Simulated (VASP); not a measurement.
Wanted: the native input for a VASP 6.6.1 run.

* Task: single point
* Functional: PBE
* Potentials or basis: VASP PAW PBE potentials, release 64 (Sc_sv)
* Cutoff: 500 eV
* k mesh: 8 × 8 × 8
* Occupations: gaussian, width 0.05 eV
* Spin: no spin polarisation
* Dipole correction: no
* Further INCAR settings: ALGO = Normal; EDIFF = 1e-06; NBANDS = 12

The structure of Sc lies in POSCAR:

```
Sc
1.0
   -1.9172054859      1.9172054859      1.7176030000
    1.9172054859     -1.9172054859      1.7176030000
    1.9172054859      1.9172054859     -1.7176030000
Sc
1
Direct
    0.0000000000      0.0000000000      0.0000000000
```

One way to write it, as run:

INCAR

```
SYSTEM = Sc
  PREC = Accurate
  ENCUT = 500
  EDIFF = 1E-6
  ISMEAR = 0
  SIGMA = 0.05
  LREAL = .FALSE.
  LASPH = .TRUE.
  NELM = 120
  ALGO = Normal
  ISIF = 2
  LWAVE = .FALSE.
  LCHARG = .FALSE.
  GGA = PE
  NBANDS = 12
  GGA_COMPAT = .FALSE.
```

KPOINTS

```
Automatic mesh
0
G
  8 8 8
  0 0 0
```

Potentials or basis: VASP PAW PBE potentials, release 64 (Sc_sv).

Command:

```console
$ cat potpaw_PBE.64/Sc_sv/POTCAR > POTCAR
$ mpirun -np 1 vasp_std > vasp.out
```

Results of the run:

```
Pressure               : -0.9 GPa
Band gap on the k mesh : zero (an odd number of electrons rules out a gap without spin polarisation)
```

Wall time 9.4 s on 1 thread of Intel Xeon 8259CL, with other jobs on the host, peak memory 0.14 GiB.
